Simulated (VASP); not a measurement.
# Rh (Fm-3m) in VASP: further runs

Rh is run at these levels: PBEsol; tasks: single point.

Everything below comes from runs of VASP 6.6.1. Logs are shortened: lines on timing, memory, paths and dates and some standing lists are left out, and cuts for length are marked.

**1. The cell of the first run**

The structure is cubic, space group Fm-3m (No. 225). The conventional cell has a = 3.796 Å, b = 3.796 Å, c = 3.796 Å, α = 90.00°, β = 90.00°, γ = 90.00°. Within 3.5 Å of Rh (site symmetry m-3m) lie 12 Rh at 2.68 Å.

**2. Single point, PBEsol**

File INCAR:

```
  PREC = Accurate
  ENCUT = 500
  EDIFF = 1E-6
  ISMEAR = 1
  SIGMA = 0.5
  LREAL = F
  LASPH = T
  NELM = 120
  ALGO = Normal
  ISIF = 2
  LWAVE = F
  LCHARG = T
  GGA = PS
  LELF = T
  LVHAR = T
  NBANDS = 14
  GGA_COMPAT = F
```

File KPOINTS:

```
Automatic mesh
0
Gamma
  12 12 12
```

File POSCAR:

```
Rh
1.0
    0.0000000000      1.8978500000      1.8978500000
    1.8978500000      0.0000000000      1.8978500000
    1.8978500000      1.8978500000      0.0000000000
Rh
1
Direct
    0.0000000000      0.0000000000      0.0000000000
```

Potentials or basis: VASP PAW PBE potentials, release 64 (Rh_pv).

Run with:

```bash
$ cat potpaw_PBE.64/Rh_pv/POTCAR > POTCAR
$ mpirun -np 1 vasp_std > vasp.out
```

OUTCAR:

```text
PREC = Accurate
   ENCUT = 500
   EDIFF = 1E-6
   ISMEAR = 1
   LREAL = F
   LASPH = T
   NELM = 120
   ISIF = 2
   GGA = PS

 ion  position               nearest neighbor table
   1  0.000  0.000  0.000-

  LATTYP: Found a face centered cubic cell.
 ALAT       =     3.7957000000

  Lattice vectors:

 A1 = (   0.0000000000,   1.8978500000,   1.8978500000)
 A2 = (   1.8978500000,   0.0000000000,   1.8978500000)
 A3 = (   1.8978500000,   1.8978500000,   0.0000000000)

Analysis of symmetry for initial positions (statically):
=====================================================================
 Subroutine PRICEL returns:
 Original cell was already a primitive cell.

 Routine SETGRP: Setting up the symmetry group for a
 face centered cubic supercell.

 Subroutine GETGRP returns: Found 48 space group operations
 (whereof 48 operations were pure point group operations)
 out of a pool of 48 trial point group operations.

The static configuration has the point symmetry O_h .

Analysis of symmetry for dynamics (positions and initial velocities):
=====================================================================
 Subroutine PRICEL returns:
 Original cell was already a primitive cell.

 Routine SETGRP: Setting up the symmetry group for a
 face centered cubic supercell.

 Subroutine GETGRP returns: Found 48 space group operations
 (whereof 48 operations were pure point group operations)
 out of a pool of 48 trial point group operations.

The dynamic configuration has the point symmetry O_h .

 Subroutine INISYM returns: Found 48 space group operations
 (whereof 48 operations are pure point group operations),
 and found     1 'primitive' translations

----------------------------------------------------------------------------------------

                                     Primitive cell

  volume of cell :      13.6715

  direct lattice vectors                    reciprocal lattice vectors
     0.000000000  1.897850000  1.897850000    -0.263456016  0.263456016  0.263456016
     1.897850000  0.000000000  1.897850000     0.263456016 -0.263456016  0.263456016
     1.897850000  1.897850000  0.000000000     0.263456016  0.263456016 -0.263456016

  length of vectors
     2.683965209  2.683965209  2.683965209     0.456319205  0.456319205  0.456319205

  position of ions in fractional coordinates (direct lattice)
     0.000000000  0.000000000  0.000000000

  ion indices of the primitive-cell ions
   primitive index   ion index
                 1           1

----------------------------------------------------------------------------------------

 KPOINTS: Automatic mesh

Automatic generation of k-mesh.
 Grid dimensions read from file:
 generate k-points for:   12   12   12

 Generating k-lattice:

  Cartesian coordinates                     Fractional coordinates (reciprocal lattice)
    -0.021954668  0.021954668  0.021954668     0.083333333  0.000000000  0.000000000
     0.021954668 -0.021954668  0.021954668     0.000000000  0.083333333  0.000000000
     0.021954668  0.021954668 -0.021954668     0.000000000  0.000000000  0.083333333

  Length of vectors
     0.038026600  0.038026600  0.038026600

  Shift w.r.t. Gamma in fractional coordinates (k-lattice)
     0.000000000  0.000000000  0.000000000

 Subroutine IBZKPT returns following result:
 ===========================================

 Found     72 irreducible k-points:

 Following reciprocal coordinates:
            Coordinates               Weight
  0.000000  0.000000  0.000000      1.000000
  0.083333  0.000000  0.000000      8.000000
  0.166667  0.000000  0.000000      8.000000
  0.250000  0.000000  0.000000      8.000000
  0.333333  0.000000  0.000000      8.000000
  0.416667  0.000000  0.000000      8.000000
[... 16 lines left out ...]
  0.500000  0.166667  0.000000     24.000000
 -0.416667  0.166667  0.000000     24.000000
 [... further k-points ...]
   k-points           NKPTS =     72   k-points in BZ     NKDIM =     72   number of bands    NBANDS=     14
   number of dos      NEDOS =    301   number of ions     NIONS =      1
   total plane-waves  NPLWV =   8000
   dimension x,y,z NGX =    20 NGY =   20 NGZ =   20
   dimension x,y,z NGXF=    40 NGYF=   40 NGZF=   40
   ions per type =               1
   NGX,Y,Z   is equivalent  to a cutoff of  12.39, 12.39, 12.39 a.u.
   NGXF,Y,Z  is equivalent  to a cutoff of  24.78, 24.78, 24.78 a.u.
 SYSTEM =  unknown system
   PREC   = accura    normal or accurate (medium, high low for compatibility)
   ISTART =      0    job   : 0-new  1-cont  2-samecut
   ICHARG =      2    charge: 1-file 2-atom 10-const
   ISPIN  =      1    spin polarized calculation?
   LNONCOLLINEAR =      F non collinear calculations
   LSORBIT =      F    spin-orbit coupling
   LASPH  =      T    aspherical Exc in radial PAW
   ENCUT  =  500.0 eV  36.75 Ry    6.06 a.u.   4.89  4.89  4.89*2*pi/ulx,y,z
   NELM   =    120;   NELMIN=  2; NELMDL= -5     # of ELM steps
   EDIFF  = 0.1E-05   stopping-criterion for ELM
   LREAL  =      F    real-space projection
   EDIFFG = 0.1E-04   stopping-criterion for IOM
   NSW    =      0    number of steps for IOM
   IBRION =     -1    ionic relax: 0-MD 1-quasi-New 2-CG
   NFREE  =      0    steps in history (QN), initial steepest desc. (CG)
   ISIF   =      2    stress and relaxation
   ISYM   =      2    0-nonsym 1-usesym 2-fastsym
   POTIM  = 0.5000    time-step for ionic-motion
   TEBEG  =    0.0;   TEEND  =   0.0 temperature during run
   PSTRESS=    0.0 pullay stress
   NELECT =      15.0000    total number of electrons
   NUPDOWN=      -1.0000    fix difference up-down
   EMIN   =  10.00;   EMAX   =-10.00  energy-range for DOS
   EFERMI =   0.00;   METHOD = LEGACY
   ISMEAR =     1;   SIGMA  =   0.50  broadening in eV -4-tet -1-fermi 0-gaus
   EFERMI_NEDOS =   21; number of points for ismear=-14 and -15
   IALGO  =     38    algorithm
   IMIX   =      4    mixing-type and parameters
     AMIX     =   0.40;   BMIX     =  1.00
     AMIX_MAG =   1.60;   BMIX_MAG =  1.00
  volume/ion in A,a.u.               =      13.67        92.26
  Fermi-wavevector in a.u.,A,eV,Ry     =   1.688496  3.190795 38.790465  2.851019
  Thomas-Fermi vector in A             =   2.770792
   LORBIT       =      0    0 simple, 1 ext, 2 COOP (PROOUT), +10 PAW based schemes
   GGA     = PS    functional components
   LHFCALC =     F    Hartree Fock is set to
   AEXX    =    0.0000 exact exchange contribution
   IVDW    =     0    specifies the selected vdW correction
   LEPSILON=     F    determine dielectric tensor
   LRPA    =     F    only Hartree local field effects (RPA)
 non-spin polarized calculation
 Methfessel and Paxton  Order N= 1 SIGMA  =   0.50
  energy-cutoff  :      500.00
  volume of cell :       13.67
 maximum number of plane-waves:       360
   NGX =  9   NGY =  9   NGZ =  9

 number of electron      15.0000007 magnetization

 Free energy of the ion-electron system (eV)
  ---------------------------------------------------
  ext. energy  EPLUGINS =         0.00000000
  ---------------------------------------------------
  free energy    TOTEN  =        -8.13105095 eV

  energy without entropy =       -8.13594455  energy(sigma->0) =       -8.13268215

 E-fermi :  11.8276     XC(G=0): -14.2563

 val. band max:       11.7864700468   @ k =  -0.3333   0.3333   0.0000
 cond. band min:      11.9112042165   @ k =   0.3333   0.1667   0.0000
 fundamental gap:      0.1247341697
 Fermi energy:        11.8275518382

 k-point     1 :       0.0000    0.0000    0.0000
  band No.  band energies     occupation
      1     -34.4994      2.00000
      2     -34.4994      2.00000
      3     -34.4994      2.00000
      4       3.7626      2.00000
      5       8.7279      2.00000
      6       8.7279      2.00000
      7       8.7279      2.00000
      8      10.8574      2.01930
      9      10.8574      2.01930
     10      27.7899      0.00000
     11      32.1818      0.00000
     12      33.2714      0.00000
     13      33.2714      0.00000
     14      33.2714      0.00000

 k-point     2 :       0.0833    0.0000    0.0000
  band No.  band energies     occupation
      1     -34.5514      2.00000
      2     -34.5064      2.00000
      3     -34.5064      2.00000
      4       4.0414      2.00000
      5       8.6071      2.00000
      6       8.8349      2.00000
      7       8.8349      2.00000
      8      10.7994      2.01328
      9      10.7994      2.01328
     10      28.1906      0.00000
     11      31.8745      0.00000
     12      32.1909      0.00000
     13      33.6820      0.00000
     14      33.6820      0.00000

 k-point     3 :       0.1667    0.0000    0.0000
  band No.  band energies     occupation
      1     -34.6922      2.00000
      2     -34.5255      2.00000
      3     -34.5255      2.00000
      4       4.7834      2.00000
      5       8.3909      2.00000
      6       9.0523      2.00000
      7       9.0523      2.00000
      8      10.7492      2.00933
      9      10.7492      2.00933
     10      29.0277      0.00000
     11      29.5320      0.00000
     12      32.1843      0.00000
     13      34.8209      0.00000
     14      34.8209      0.00000
[... 324 lines left out ...]
 k-point    23 :       0.5000    0.1667    0.0000
  band No.  band energies     occupation
      1     -35.1742      2.00000
      2     -34.7149      2.00000
      3     -34.6464      2.00000
      4       6.3150      2.00000
      5       8.0458      2.00000
      6       9.4279      2.00000
      7       9.5021      2.00000
      8      12.4913     -0.06809
      9      15.3838     -0.00000
     10      20.9992     -0.00000
     11      28.2013      0.00000
     12      31.2851      0.00000
     13      31.6307      0.00000
     14      32.1986      0.00000

 k-point    24 :      -0.4167    0.1667    0.0000
  band No.  band energies     occupation
      1     -35.1807      2.00000
      2     -34.7397      2.00000
      3     -34.6309      2.00000
      4       6.3823      2.00000
      5       8.0600      2.00000
      6       9.3369      2.00000
      7       9.7457      2.00000
      8      12.1157      0.18188
      9      15.9593     -0.00000
     10      20.5898     -0.00000
     11      27.8721      0.00000
     12      30.7266      0.00000
     13      32.1892      0.00000
     14      32.4108      0.00000

 [... further k-points ...]

------------------------ aborting loop because EDIFF is reached ----------------------------------------

  FORCE on cell =-STRESS in cart. coord.  units (eV):
  Direction    XX          YY          ZZ          XY          YZ          ZX
  --------------------------------------------------------------------------------------
  -------------------------------------------------------------------------------------
  Total       -0.3181031     -0.3181031     -0.3181031      0.0000000     -0.0000000      0.0000000
  in kB      -37.2788819    -37.2788819    -37.2788819      0.0000000     -0.0000000      0.0000000
  external PRESSURE =     -37.2788819 kB  Pullay stress =       0.0000000 kB

 VOLUME and BASIS-vectors are now :
 -----------------------------------------------------------------------------
  energy-cutoff  :      500.00
  volume of cell :       13.67
      direct lattice vectors                 reciprocal lattice vectors
     0.000000000  1.897850000  1.897850000    -0.263456016  0.263456016  0.263456016
     1.897850000  0.000000000  1.897850000     0.263456016 -0.263456016  0.263456016
     1.897850000  1.897850000  0.000000000     0.263456016  0.263456016 -0.263456016

 POSITION                                       TOTAL-FORCE (eV/Angst)
 -----------------------------------------------------------------------------------
      0.00000      0.00000      0.00000         0.000000      0.000000      0.000000
 -----------------------------------------------------------------------------------
    total drift:                                0.000000      0.000000      0.000000

  FREE ENERGIE OF THE ION-ELECTRON SYSTEM (eV)
  ---------------------------------------------------
  free  energy   TOTEN  =        -8.1310509523 eV

  energy  without entropy=       -8.1359445457  energy(sigma->0) =       -8.13268215
```

It took 7.4 s on 1 thread of Intel Xeon Platinum 8488C (Sapphire Rapids), shared host; peak memory 0.13 GiB.

What came out:

```
Free energy            : -8.1311 eV
Pressure               : -3.7 GPa
Band gap on the k mesh : zero (an odd number of electrons rules out a gap without spin polarisation)
```

Caveat: the cell stands under tension; so wide a smearing shifts energies and pressures; the PAW data sets were made with another functional, which shifts forces and pressure a little.

[end of part 1 of 2]
